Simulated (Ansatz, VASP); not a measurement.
**RbCl: VASP beside Ansatz**

INCAR

```
SYSTEM = RbCl
PREC = Accurate
ENCUT = 500
EDIFF = 1E-7
ISMEAR = 0
SIGMA = 0.01
LREAL = .False.
LASPH = .True.
NELM = 120
ALGO = Normal
ISIF = 3
LWAVE = .False.
LCHARG = .False.
GGA = RE
IVDW = 12
IBRION = 2
NSW = 80
EDIFFG = -0.02
GGA_COMPAT = .False.
NELMIN = 4
```

Contents of KPOINTS:

```
regular mesh
0
Gamma
  6 6 6
  0 0 0
```

Contents of POSCAR:

```
RbCl
1.0
    0.0000000000      3.2740000000      3.2740000000
    3.2740000000      0.0000000000      3.2740000000
    3.2740000000      3.2740000000      0.0000000000
Rb Cl
1 1
Direct
    0.0000000000      0.0000000000      0.0000000000
    0.5000000000      0.5000000000      0.5000000000
```

Input for Ansatz:

```yaml
crystal:
  lattice:
    - [0.0, 3.274, 3.274]
    - [3.274, 0.0, 3.274]
    - [3.274, 3.274, 0.0]
  atoms:
    - { symbol: Rb, position: [0.0, 0.0, 0.0] }
    - { symbol: Cl, position: [0.5, 0.5, 0.5] }
kpoints:
  mp_grid:
    grid: [6, 6, 6]
hamiltonian:
  xc: revpbe
  dispersion: d3bj
scf:
  occupations:
    method: fixed
relax:
  f_tol: 0.02
  cell: {}
```

Alike in both runs: task relaxation of cell and atoms; functional revPBE; dispersion D3(BJ); k mesh 6 × 6 × 6; no spin polarisation.

|  | VASP | Ansatz |
| --- | --- | --- |
| version | VASP 6.6.1 | Ansatz 0.2.0 |
| potentials or method | VASP PAW PBE potentials, release 64 (Rb_sv, Cl) | plane waves, PAW |
| plane-wave cutoff (eV) | 500 | 420 |
| occupations | gaussian, width 0.01 eV | fixed |
| valence electrons in the cell | 16 | 16 |

|  | VASP | Ansatz | Ansatz less VASP |
| --- | --- | --- | --- |
| relaxed volume (Å³/atom) | 37.10 | 36.93 | -0.175 |
| relaxed cell length with the largest relative difference (Å) | 4.717 | 4.709 | -0.0074 |

VASP's potentials were made for PBE, not for revPBE.
